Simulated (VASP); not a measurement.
Write the native input for VASP 6.6.1 that does the following.

| Quantity | Value |
| --- | --- |
| Task | single point |
| Functional | PBE |
| Potentials or basis | VASP PAW PBE potentials, release 64 (Si) |
| Cutoff | 520 eV |
| k mesh | 12 × 12 × 6 |
| Occupations | gaussian, width 0.05 eV |
| Spin | no spin polarisation |
| Dipole correction | no |
| Further INCAR settings | ALGO = Normal; EDIFF = 1e-06; NBANDS = 16 |

The structure of Si lies in POSCAR:

```
Si
1.0
    3.7261315656      0.0000000000      0.0000000000
   -1.8630657828      3.2269245936      0.0000000000
    0.0000000000      0.0000000000      6.7986996546
Si
4
Direct
    0.3333333333      0.6666666667      0.0864996323
    0.6666666667      0.3333333333      0.5864996323
    0.3333333333      0.6666666667      0.4135003677
    0.6666666667      0.3333333333      0.9135003677
```

This cell differs from its parent crystal: c/a of the conventional cell at fixed volume 1.8246.

One way to write it, as run:

INCAR

```
PREC     = Accurate       # precision mode
ENCUT    = 520            # plane-wave cutoff, eV
EDIFF    = 1E-6           # SCF threshold, eV
ISMEAR   = 0              # smearing method
SIGMA    = 0.05           # smearing width, eV
LREAL    = False          # projectors in reciprocal space
LASPH    = True           # aspherical terms in the spheres
NELM     = 100            # most SCF steps
ALGO     = Normal         # electronic algorithm
ISIF     = 2              # what is computed and relaxed
LWAVE    = False          # write WAVECAR
LCHARG   = False          # write CHGCAR
GGA      = PE             # functional
NBANDS   = 16             # bands
```

KPOINTS

```
regular mesh
0
Gamma
  12 12 6
```

Potentials or basis: VASP PAW PBE potentials, release 64 (Si).

Run with:

```bash
$ cat potpaw_PBE.64/Si/POTCAR > POTCAR
$ mpirun -np 1 vasp_std > vasp.out
```

It gave:

| Property | Result |
| --- | --- |
| Pressure | -1.1 GPa |
| Largest force | 3.334 eV/Å |
| Band gap on the k mesh | zero (band 8 reaches 6.94 eV, above the bottom of band 9 at 5.69 eV) |

Caveat: forces of over 1 eV/Å act on the atoms, so gaps and moduli don't describe the material at rest.

It took 42 s on 1 thread of Intel(R) Xeon(R) 6975P-C (Granite Rapids), on a shared host, peak memory 0.22 GiB.
